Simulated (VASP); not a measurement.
A run of VASP 6.6.1 is set up as follows.

File INCAR:

```
SYSTEM = Ti
PREC = Accurate
ENCUT = 520
EDIFF = 1E-6
ISMEAR = 0
SIGMA = 0.15
LREAL = .FALSE.
LASPH = .TRUE.
NELM = 80
ALGO = Fast
ISIF = 2
LWAVE = .FALSE.
LCHARG = .TRUE.
GGA = PE
LELF = .TRUE.
LVHAR = .TRUE.
NBANDS = 12
```

The input KPOINTS:

```
Automatic mesh
0
G
  28 28 28
  0 0 0
```

The input POSCAR:

```
Ti
1.0
   -1.8791033025      1.8791033025      1.2214171466
    1.8791033025     -1.8791033025      1.2214171466
    1.8791033025      1.8791033025     -1.2214171466
Ti
1
Direct
    0.0000000000      0.0000000000      0.0000000000
```

Potentials or basis: VASP PAW PBE potentials, release 64 (Ti_sv).

Command:

```bash
$ cat potpaw_PBE.64/Ti_sv/POTCAR > POTCAR
$ mpirun -np 1 vasp_std > vasp.out
```

Question: What does it give for the band gap on the k mesh?

Answer: Zero (band 6 reaches 8.58 eV, above the bottom of band 7 at 7.77 eV).

Question: What does it give for the pressure?

Answer: 1.4 GPa.

Stress tensor (GPa, compression positive):
```
-6.36  0.00  0.00
 0.00 -6.36  0.00
 0.00  0.00 16.86
```
